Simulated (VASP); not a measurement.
Set up this calculation in VASP 6.6.1, as the native input.

- Task: relaxation of cell and atoms
- Functional: PBE
- Potentials or basis: VASP PAW PBE potentials, release 64 (Ag, Pd, S)
- Cutoff: 600 eV
- k mesh: 10 × 10 × 18
- Occupations: gaussian, width 0.1 eV
- Spin: no spin polarisation
- Dipole correction: no
- Further INCAR settings: ALGO = Normal; EDIFF = 1e-07; IBRION = 2; EDIFFG = -0.01; NSW = 100; ISIF = 3

The structure of AgPdS2 lies in POSCAR:

```
AgPdS2
1.0
    5.1142391100      0.0000000000      0.0000000000
    0.0000000000      5.1142391100      0.0000000000
    0.0000000000      0.0000000000      2.5824111000
Ag Pd S
1 1 2
Direct
    0.5000000000      0.5000000000      0.5000000000
    0.0000000000      0.0000000000      0.0000000000
    0.5000000000      0.0000000000      0.0000000000
    0.0000000000      0.5000000000      0.0000000000
```

One way to write it, as run:

INCAR

```
SYSTEM = AgPdS2
PREC = Accurate ; ENCUT = 600
EDIFF = 1E-7 ; ISMEAR = 0
SIGMA = 0.1 ; LREAL = .False.
LASPH = .True. ; NELM = 100
ALGO = Normal ; ISIF = 3
LWAVE = .False. ; LCHARG = .False.
GGA = PE ; IBRION = 2
NSW = 100 ; EDIFFG = -0.01
```

KPOINTS

```
regular mesh
0
Gamma
  10 10 18
  0 0 0
```

Potentials or basis: VASP PAW PBE potentials, release 64 (Ag, Pd, S).

Launch:

```sh
$ cat potpaw_PBE.64/Ag/POTCAR potpaw_PBE.64/Pd/POTCAR potpaw_PBE.64/S/POTCAR > POTCAR
$ mpirun -np 1 vasp_std > vasp.out
```

Results of the run:

```yaml
Relaxed_volume: 17.10 Å³/atom
Relaxed_cell: a = 4.915 Å, b = 4.915 Å, c = 2.831 Å, α = 90.00°, β = 90.00°, γ = 90.00°
Space_group_after_relaxing_to_0.05_Å: P4/mmm (No. 123)
Energy_gained_by_relaxing: 65.6 meV/atom
Ionic_steps: 9
Pressure_after_relaxing: 0.0 GPa
```

It took 31 min on 1 thread of AMD EPYC 7R43 64-Core Processor (Zen 3), with other jobs on the host, peak memory 0.48 GiB.
